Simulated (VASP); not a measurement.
A run of VASP 6.6.1 is set up as follows.

The input INCAR:

```
SYSTEM = P
PREC = Accurate ; ENCUT = 600
EDIFF = 1E-6 ; ISMEAR = -1
SIGMA = 0.1 ; LREAL = .False.
LASPH = .True. ; NELM = 100
ALGO = Normal ; ISIF = 3
LWAVE = .False. ; LCHARG = .False.
GGA = PE ; IBRION = 2
NSW = 60 ; EDIFFG = -0.005
PSTRESS = 2700.0
```

Contents of KPOINTS:

```
regular mesh
0
Gamma
  19 19 19
  0 0 0
```

Contents of POSCAR:

```
P
1.0
    1.9292801367      0.0000000000      0.0000000000
    0.0000000000      1.9292801367      0.0000000000
    0.0000000000      0.0000000000      1.9292801367
P
1
Direct
    0.0000000000      0.0000000000      0.0000000000
```

Potentials or basis: VASP PAW PBE potentials, release 64 (P).

Run with:

```sh
$ cat potpaw_PBE.64/P/POTCAR > POTCAR
$ mpirun -np 1 vasp_std > vasp.out
```

Task: Predict the relaxed volume.

Result: 7.80 Å³/atom.

Task: Predict the relaxed cell.

Result: a = 1.983 Å, b = 1.983 Å, c = 1.983 Å, α = 90.00°, β = 90.00°, γ = 90.00°.

Task: What does it give for the space group after relaxing (to 0.05 Å)?

Result: Pm-3m (No. 221).

Final structure:
```
P
1.0
     1.98286    0.00000    0.00000
     0.00000    1.98286    0.00000
     0.00000    0.00000    1.98286
P
1
Direct
  0.00000 0.00000 0.00000
```

Caveat: the cell is relaxed towards a set pressure, so the enthalpy falls and the energy may rise.
